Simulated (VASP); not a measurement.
Crystal: BAs.

```xyz
4
Lattice="3.4179 0.0000 0.0000 -1.7089 2.9600 0.0000 0.0000 0.0000 10.0951" Properties=species:S:1:pos:R:3 pbc="T T T"
B     0.0000    1.9733    2.5238
B     1.7089    0.9867    7.5713
As    1.7089    0.9867    2.5238
As    0.0000    1.9733    7.5713
```

This cell differs from its parent crystal: volume changed by +3%.

Base run:

* Program: VASP 6.6.1
* Functional: PBE
* Potentials or basis: VASP PAW PBE potentials, release 64 (B, As)
* Cutoff: 520 eV
* k mesh: 9 × 9 × 2
* Occupations: gaussian, width 0.01 eV
* Spin: no spin polarisation

Its results: band gap on the k mesh 0.76 eV, direct; pressure -1.6 GPa.

**Question.** The run is repeated on the same cell with these changes: potentials or basis from VASP PAW PBE potentials, release 64 (B, As) to VASP PAW PBE potentials, release 64 (B, As_d); cutoff from 520 eV to 600 eV; further incar settings from ALGO = Normal; EDIFF = 1e-06; NBANDS = 16 to ALGO = Normal; EDIFF = 1e-06; NBANDS = 26; valence electrons from 16 to 36. What comes out?

**Answer.** Band gap on the k mesh 0.78 eV, direct; pressure -2.1 GPa.

Caveats: this functional lacks dispersion, which binds the layers, so the pressure and a relaxed spacing across them are unreliable.

A k mesh can miss the band edges.
